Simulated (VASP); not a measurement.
The system is KZnF3.

```xyz
5
Lattice="3.9652 0.0000 0.0000 0.0000 3.9652 0.0000 0.0000 0.0000 4.1115" Properties=species:S:1:pos:R:3 pbc="T T T"
K     0.0000    0.0000    0.0000
Zn    1.9826    1.9826    2.0558
F     1.9826    1.9826    0.0000
F     1.9826    0.0000    2.0558
F     0.0000    1.9826    2.0558
```

This cell differs from its parent crystal: epitaxial xy strain -2.0%.

Base run:

```yaml
Program: VASP 6.6.1
Functional: PBE
Potentials_or_basis: VASP PAW PBE potentials, release 64 (K_sv, Zn, F)
Cutoff: 520 eV
k_mesh: 6 × 6 × 6
Occupations: fermi-dirac, width 0.02 eV
Spin: no spin polarisation
```

Its results: band gap on the k mesh 3.75 eV, indirect (least direct gap 5.86 eV); pressure 7.8 GPa.

Task: The run is repeated on the same cell with these changes: functional from PBE to r2SCAN; occupations from fermi-dirac, width 0.02 eV to gaussian, width 0.01 eV. What comes out?

Result: Band gap on the k mesh 4.53 eV, indirect (least direct gap 6.78 eV); pressure 2.8 GPa.

Caveats: the PAW data sets were made with another functional, which shifts forces and pressure a little (some runs).

A k mesh can miss the band edges.
